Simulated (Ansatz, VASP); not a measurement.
Ir in VASP and in Ansatz

```
CELL_PARAMETERS angstrom
12.23846 0.00000 0.00000
0.00000 2.23343 0.00000
0.00000 0.00000 7.19300
ATOMIC_POSITIONS crystal
Ir 0.25000 0.00000 0.16399
Ir 0.75000 0.00000 0.83601
```

Alike in both runs: task single point; functional PBEsol; k mesh 3 × 12 × 4; no spin polarisation.

|  | VASP | Ansatz |
| --- | --- | --- |
| version | VASP 6.6.1 | Ansatz 0.2.0 |
| potentials or method | VASP PAW PBE potentials, release 64 (Ir), cutoff 520 eV | plane waves, PAW |
| occupations | methfessel-paxton of order 1, width 0.2 eV | cold, width 0.2 eV |
| valence electrons in the cell | 18 | 34 |

```tsv
	VASP	Ansatz	Ansatz less VASP
pressure (GPa)	0.3	0.4	+0.03
traceless stress, the component that is largest in VASP (GPa)	0.71	0.74	+0.035
```

VASP's potentials were made for PBE, not for PBEsol. VASP's potentials hold 18 valence electrons a cell and Ansatz's 34, so a difference there can come from the potentials and not from the codes.

Spin-orbit coupling is off throughout.
